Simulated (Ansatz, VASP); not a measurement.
Ir: VASP beside Ansatz

```
Ir
1.0
    -1.55051    1.55051    1.55051
     1.55051   -1.55051    1.55051
     1.55051    1.55051   -1.55051
Ir
1
Cartesian
  0.0000 0.0000 0.0000
```

Alike in both runs: task single point; functional LDA; k mesh 16 × 16 × 16; occupations fermi-dirac, width 0.1 eV; no spin polarisation.

```csv
,VASP,Ansatz
version,VASP 6.6.1,Ansatz 0.2.0
potentials or method,"VASP PAW LDA potentials, release 64 (Ir), cutoff 520 eV","plane waves (420 eV) with PAW, scalar-relativistic"
valence electrons in the cell,9,17
```

|  | VASP | Ansatz | Ansatz less VASP |
| --- | --- | --- | --- |
| pressure (GPa) | -10.8 | -12.7 | -1.87 |

Ansatz warns that its potentials were made for another functional, while VASP's fit it. LDA's correlation is that of Perdew and Zunger in VASP and of Perdew and Wang (1992) in Ansatz. VASP's potentials hold 9 valence electrons a cell and Ansatz's 17, so a difference there can come from the potentials and not from the codes.

Neither program's run includes spin-orbit coupling.
